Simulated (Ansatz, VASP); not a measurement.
BN in VASP and in Ansatz

File INCAR:

```
PREC = Accurate ; ENCUT = 520
EDIFF = 1E-6 ; ISMEAR = -1
SIGMA = 0.02 ; LREAL = False
LASPH = True ; NELM = 60
ALGO = Normal ; ISIF = 2
LWAVE = False ; LCHARG = True
LDIPOL = True ; IDIPOL = 3
DIPOL = 0.5 0.5 0.500 ; GGA = PE
LELF = True ; LVHAR = True
LVACPOTAV = True ; NBANDS = 21
```

The input KPOINTS:

```
Automatic mesh
0
Gamma
  12 8 1
```

Contents of POSCAR:

```
BN
1.0
    2.5630581741      0.0000000000      0.0000000000
    0.0000000000      3.6247116310      0.0000000000
    0.0000000000      0.0000000000     18.5631000000
B N
3 3
Direct
    0.2500000000      0.1250000000      0.4309636275
    0.7500000000      0.6250000000      0.5000000000
    0.2500000000      0.1250000000      0.5690363725
    0.7500000000      0.8750000000      0.4309636275
    0.2500000000      0.3750000000      0.5000000000
    0.7500000000      0.8750000000      0.5690363725
```

Input for Ansatz:

```yaml
crystal:
  lattice:
    - [2.5630581741, 0.0, 0.0]
    - [0.0, 3.624711631, 0.0]
    - [0.0, 0.0, 18.5631]
  atoms:
    - { symbol: B, position: [0.25, 0.125, 0.4309636275] }
    - { symbol: "N", position: [0.75, 0.875, 0.4309636275] }
    - { symbol: B, position: [0.75, 0.625, 0.5] }
    - { symbol: "N", position: [0.25, 0.375, 0.5] }
    - { symbol: B, position: [0.25, 0.125, 0.5690363725] }
    - { symbol: "N", position: [0.75, 0.875, 0.5690363725] }
kpoints:
  mp_grid: { grid: [12, 8, 1] }
scf:
  occupations: { method: fermi_dirac, width: 0.02 }
hamiltonian:
  xc: pbe
  pseudopotentials: { kind: paw }
output:
  forces: true
  stress: true
  eigenvalues: true
  populations: true
efield:
  axis: 3
  amplitude: 0
  dipole_correction: true
```

Alike in both runs: task single point; functional PBE; k mesh 12 × 8 × 1; occupations fermi-dirac, width 0.02 eV; no spin polarisation.

|  | VASP | Ansatz |
| --- | --- | --- |
| version | VASP 6.6.1 | Ansatz 0.2.0 |
| potentials or method | VASP PAW PBE potentials, release 64 (B, N) | PAW with Ansatz's default frozen-core files, scalar-relativistic |
| plane-wave cutoff (eV) | 520 | 420 |
| valence electrons in the cell | 24 | 24 |

VASP gave:

| Quantity | Value |
| --- | --- |
| rms of the force components (eV/Å) | 2.600 |

Task: Estimate Ansatz's values.

Result: rms of the force components (eV/Å): 2.608.
